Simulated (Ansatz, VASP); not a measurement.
GaN: VASP beside Ansatz

File POSCAR:

```
GaN
1.0
    0.0806624313      2.3296149756      2.3296149756
    2.3296149756      0.0806624313      2.3296149756
    2.3296149756      2.3296149756      0.0806624313
Ga N
1 1
Direct
    0.0016009285      0.0016009285      0.0016009285
    0.2483990715      0.2483990715      0.2483990715
```

Contents of INCAR.step1:

```
SYSTEM = GaN
PREC = Accurate
ENCUT = 520
ISMEAR = 0
SIGMA = 0.01
LREAL = .FALSE.
LASPH = .TRUE.
NELM = 60
NBANDS = 16
GGA = PE
ALGO = Normal
EDIFF = 1E-4
LWAVE = .TRUE.
LCHARG = .FALSE.
```

The input INCAR.step2:

```
SYSTEM = GaN
PREC = Accurate
ENCUT = 520
EDIFF = 1E-6
ISMEAR = 0
SIGMA = 0.01
LREAL = .FALSE.
LASPH = .TRUE.
NELM = 60
ALGO = Normal
ISIF = 2
LWAVE = .FALSE.
LCHARG = .FALSE.
METAGGA = R2SCAN
LMIXTAU = .TRUE.
NBANDS = 16
ISTART = 1
```

File KPOINTS:

```
regular mesh
0
G
  10 10 10
  0 0 0
```

Input for Ansatz:

```yaml
crystal:
  lattice:
    - [0.0806624313, 2.3296149756, 2.3296149756]
    - [2.3296149756, 0.0806624313, 2.3296149756]
    - [2.3296149756, 2.3296149756, 0.0806624313]
  atoms:
    - { symbol: Ga, position: [0.0016009285, 0.0016009285, 0.0016009285] }
    - { symbol: "N", position: [0.2483990715, 0.2483990715, 0.2483990715] }
kpoints:
  mp_grid: { grid: [10, 10, 10] }
  band_path:
    path:
      - [0.0, 0.0, 0.0]
      - [-0.5, -0.5, 0.0]
      - [-0.375, -0.375, 0.25]
      - [-0.375, 0.0, 0.375]
      - [0.0, 0.0, 0.5]
      - [-0.5, -0.25, 0.25]
    npoints: 1
hamiltonian:
  xc: r2scan
scf:
  occupations: { method: fixed }
  n_extra_bands: 4
output:
  forces: true
  stress: true
  eigenvalues: true
  write_density: true
  write_potential: true
  elf: true
  volumetric_format: npy
```

Change from the starting cell: shear_111 strain +5.4%.

Alike in both runs: task single point; functional r2SCAN; k mesh 10 × 10 × 10; no spin polarisation.

|  | VASP | Ansatz |
| --- | --- | --- |
| version | VASP 6.6.1 | Ansatz 0.2.0 |
| potentials or method | VASP PAW PBE potentials, release 64 (Ga_d, N) | plane waves, PAW |
| plane-wave cutoff (eV) | 520 | 500 |
| occupations | gaussian, width 0.01 eV | fixed |
| valence electrons in the cell | 18 | 18 |

|  | VASP | Ansatz | Ansatz less VASP |
| --- | --- | --- | --- |
| gap on the k mesh at the Fermi level (eV) | 1.63 | 1.64 | +0.007 |
| pressure (GPa) | -7.9 | -8.9 | -1.03 |
| traceless stress, the component that is largest in VASP (GPa) | -5.46 | -5.36 | +0.093 |
| rms of the force components (eV/Å) | 0.011 | 0.000 | -0.0103 |

VASP's potentials were made for PBE, not for r2SCAN. Atom by atom the forces differ by 0.010 eV/Å (rms over components).
